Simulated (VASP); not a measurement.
LiCl, 2 atoms in the cell. Symmetry: Fm-3m, No. 225, cubic system. Conventional cell: a = 5.150 Å, b = 5.150 Å, c = 5.150 Å, α = 90.00°, β = 90.00°, γ = 90.00°. Li (site symmetry m-3m) has 6 Cl at 2.57 Å within 3.4 Å. Cl (site symmetry m-3m) has 6 Li at 2.57 Å within 3.4 Å. 

```yaml
Program: VASP 6.6.1
Task: vibrations by perturbation theory
Functional: PBE
Potentials_or_basis: VASP PAW PBE potentials, release 64 (Li_sv, Cl)
Cutoff: 520 eV
k_mesh: 8 × 8 × 8
Occupations: gaussian, width 0.01 eV
Spin: no spin polarisation
Dipole_correction: no
Further_INCAR_settings: ALGO = Normal; EDIFF = 1e-08; NBANDS = 12; IBRION = 8; NSW = 1
```

Potentials or basis: VASP PAW PBE potentials, release 64 (Li_sv, Cl).

Run with:

```bash
$ cat potpaw_PBE.64/Li_sv/POTCAR potpaw_PBE.64/Cl/POTCAR > POTCAR
$ mpirun -np 1 vasp_std > vasp.out
```

Hardware: 1 thread of AMD EPYC 9R45 96-Core Processor (Zen 5), on a shared host.

Task: Estimate the wall time of this run.

Result: Run time: 3.2 min on 1 thread of AMD EPYC 9R45 96-Core Processor (Zen 5), with other jobs on the host, peak memory 0.17 GiB. Counts: scf iterations 219, k points 29.
